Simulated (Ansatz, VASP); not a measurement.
# CsB2 in VASP and in Ansatz

```xyz
3
Lattice="-1.4978 1.4978 6.2213 1.4978 -1.4978 6.2213 1.4978 1.4978 -6.2213" Properties=species:S:1:pos:R:3 pbc="T T T"
Cs    0.0000    0.0000    0.0000
B     0.0000    0.0000    9.2637
B     0.0000    0.0000    3.1789
```

Change from the starting cell: species swapped into the Er2Mg type (I4/mmm, No. 139).

Alike in both runs: functional PBE; k mesh 22 × 22 × 22; occupations gaussian, width 0.1 eV; no spin polarisation.

Ansatz relaxed the structure, and its values are those at the end. VASP's run is a single point on that final structure, the one shown.

|  | VASP | Ansatz |
| --- | --- | --- |
| version | VASP 6.6.1 | Ansatz 0.2.0 |
| potentials or method | VASP PAW PBE potentials, release 64 (Cs_sv, B), cutoff 520 eV | scalar-relativistic, plane waves, PAW |
| valence electrons in the cell | 15 | 15 |

```csv
,VASP,Ansatz,Ansatz less VASP
gap on the k mesh at the Fermi level (eV),none,none,-
pressure (GPa),0.4,0.0,-0.40
```

A gap of «none» marks a metal or a gap that the smearing closes.

Neither program's run includes spin-orbit coupling.
